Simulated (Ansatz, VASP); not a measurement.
## One calculation of ZrSi3O8, two programs

POSCAR

```
ZrSi3O8
1.0
    3.4697124333      0.0000000000      0.0000000000
    0.0000000000      5.8136653970      0.0000000000
    0.0000000000      0.0000000000      5.7462852975
Si O Zr
3 8 1
Direct
    0.0000000000      0.7525726852      0.0581199287
    0.5000000000      0.0000000000      0.4210997712
    0.0000000000      0.2474273148      0.0581199287
    0.5000000000      0.7945903940      0.6161756343
    0.5000000000      0.7656608517      0.1569452028
    0.0000000000      0.0000000000      0.3370224294
    0.0000000000      0.0000000000      0.9143606796
    0.5000000000      0.2054096060      0.6161756343
    0.5000000000      0.2343391483      0.1569452028
    0.0000000000      0.5000000000      0.2963889800
    0.0000000000      0.5000000000      0.8906455911
    0.5000000000      0.5000000000      0.4780010173
```

Contents of INCAR.step1:

```
SYSTEM = ZrSi3O8
ALGO = Normal
EDIFF = 1E-4
ENCUT = 520
GGA = PE
ISMEAR = 0
LASPH = .True.
LCHARG = .False.
LREAL = .False.
LWAVE = .True.
NBANDS = 48
NELM = 80
PREC = Accurate
SIGMA = 0.01
```

INCAR.step2

```
SYSTEM = ZrSi3O8
ALGO = Normal
EDIFF = 1E-7
ENCUT = 520
ISIF = 2
ISMEAR = 0
ISTART = 1
LASPH = .True.
LCHARG = .False.
LMIXTAU = .True.
LREAL = .False.
LWAVE = .False.
METAGGA = R2SCAN
NBANDS = 48
NELM = 80
PREC = Accurate
SIGMA = 0.01
```

The input KPOINTS:

```
k-points
0
Gamma
  8 4 4
  0 0 0
```

Input for Ansatz:

```yaml
crystal:
  lattice:
    - [3.4697124333, 0.0, 0.0]
    - [0.0, 5.813665397, 0.0]
    - [0.0, 0.0, 5.7462852975]
  atoms:
    - { symbol: Si, position: [0.0, 0.7525726852, 0.0581199287] }
    - { symbol: Si, position: [0.5, 0.0, 0.4210997712] }
    - { symbol: O, position: [0.5, 0.794590394, 0.6161756343] }
    - { symbol: O, position: [0.5, 0.7656608517, 0.1569452028] }
    - { symbol: O, position: [0.0, 0.0, 0.3370224294] }
    - { symbol: O, position: [0.0, 0.0, 0.9143606796] }
    - { symbol: Si, position: [0.0, 0.2474273148, 0.0581199287] }
    - { symbol: Zr, position: [0.5, 0.5, 0.4780010173] }
    - { symbol: O, position: [0.5, 0.205409606, 0.6161756343] }
    - { symbol: O, position: [0.5, 0.2343391483, 0.1569452028] }
    - { symbol: O, position: [0.0, 0.5, 0.29638898] }
    - { symbol: O, position: [0.0, 0.5, 0.8906455911] }
kpoints:
  mp_grid: { grid: [8, 4, 4] }
  band_path:
    path:
      - [0.0, 0.0, 0.0]
      - [0.5, 0.0, 0.0]
      - [0.5, 0.5, 0.0]
      - [0.0, 0.5, 0.0]
      - [0.0, 0.0, 0.5]
      - [0.5, 0.0, 0.5]
      - [0.5, 0.5, 0.5]
      - [0.0, 0.5, 0.5]
    npoints: 1
hamiltonian:
  xc: r2scan
scf:
  occupations: { method: fixed }
  n_extra_bands: 7
output:
  forces: true
  stress: true
  eigenvalues: true
  write_density: true
  write_potential: true
  elf: true
  volumetric_format: npy
```

Alike in both runs: task single point; functional r2SCAN; k mesh 8 × 4 × 4; no spin polarisation.

|  | VASP | Ansatz |
| --- | --- | --- |
| version | VASP 6.6.1 | Ansatz 0.2.0 |
| potentials or method | VASP PAW PBE potentials, release 64 (Si, O, Zr_sv) | plane waves, PAW |
| plane-wave cutoff (eV) | 520 | 500 |
| occupations | gaussian, width 0.01 eV | fixed |
| valence electrons in the cell | 72 | 72 |

VASP gave:

- gap on the k mesh at the Fermi level (eV): 4.39
- pressure (GPa): 0.6
- rms of the force components (eV/Å): 0.027

Problem. What did Ansatz give for the same quantities?

Solution. gap on the k mesh at the Fermi level (eV): 4.43; pressure (GPa): 0.0; rms of the force components (eV/Å): 0.001.

VASP's potentials were made for PBE, not for r2SCAN.
